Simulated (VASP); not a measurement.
C:

```xyz
2
Lattice="0.0000 1.8474 1.7349 1.7150 0.0000 1.7349 1.7150 1.8474 0.0000" Properties=species:S:1:pos:R:3 pbc="T T T"
C     1.7150    1.8474    1.7349
C     2.5725    2.7712    2.6023
```

This cell differs from its parent crystal: strain +e along x and -e along y -0.0375, strain +e along z and -e/2 along x and y -0.0175.

Base run:

```yaml
Program: VASP 6.6.1
Functional: LDA
Potentials_or_basis: VASP PAW LDA potentials, release 64 (C_h)
Cutoff: 910 eV
k_mesh: 12 × 12 × 12
Occupations: gaussian, width 0.05 eV
Spin: no spin polarisation
```

Its results: band gap on the k mesh 3.11 eV, indirect (least direct gap 4.87 eV); pressure 1.6 GPa.

Task: The run is repeated on the same cell with these changes: potentials or basis from VASP PAW LDA potentials, release 64 (C_h) to VASP PAW LDA potentials, release 64 (C); cutoff from 910 eV to 520 eV; further incar settings from ALGO = Normal; EDIFF = 1e-06; NBANDS = 11 to ALGO = Normal; EDIFF = 1e-07; NBANDS = 11. What comes out?

Result: Band gap on the k mesh 3.11 eV, indirect (least direct gap 4.87 eV); pressure 2.6 GPa.

Caveats: the cutoff is under 1.25 times the usual one of these potentials, so pressure, stress and relaxed cells hold a basis-set (Pulay) error (some runs).

A k mesh can miss the band edges.
